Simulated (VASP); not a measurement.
Input of a VASP 6.6.1 run:

File POSCAR:

```
V
1.0
    0.0000000000      2.5828969453      2.5828969453
    2.5828969453      0.0000000000      2.5828969453
    2.5828969453      2.5828969453      0.0000000000
V
2
Direct
    0.1250000000      0.1250000000      0.1250000000
    0.8750000000      0.8750000000      0.8750000000
```

Contents of INCAR.step1:

```
  ALGO = Normal
  EDIFF = 1E-4
  ENCUT = 520
  GGA = PE
  ISMEAR = -1
  LASPH = True
  LCHARG = False
  LREAL = False
  LWAVE = True
  NBANDS = 20
  NELM = 80
  PREC = Accurate
  SIGMA = 0.1
```

Contents of INCAR.step2:

```
  ALGO = Normal
  EDIFF = 1E-6
  ENCUT = 520
  ISIF = 2
  ISMEAR = -1
  ISTART = 1
  LASPH = True
  LCHARG = False
  LMIXTAU = True
  LREAL = False
  LWAVE = False
  METAGGA = R2SCAN
  NBANDS = 20
  NELM = 80
  PREC = Accurate
  SIGMA = 0.1
```

Contents of KPOINTS:

```
k-points
0
Gamma
  12 12 12
```

Potentials or basis: VASP PAW PBE potentials, release 64 (V_sv).

Run with:

```sh
$ cat potpaw_PBE.64/V_sv/POTCAR > POTCAR
$ cp INCAR.step1 INCAR
$ mpirun -np 1 vasp_std > vasp.out
$ cp INCAR.step2 INCAR
$ mpirun -np 1 vasp_std > vasp.out
```

Problem. What does it give for the band gap on the k mesh?

Solution. Zero (bands 13 and 14 overlap by 1.18 eV).

Problem. Estimate the pressure.

Solution. 3.8 GPa.

Caveat: the cell stands under pressure; the PAW data sets were made with another functional, which shifts forces and pressure a little.
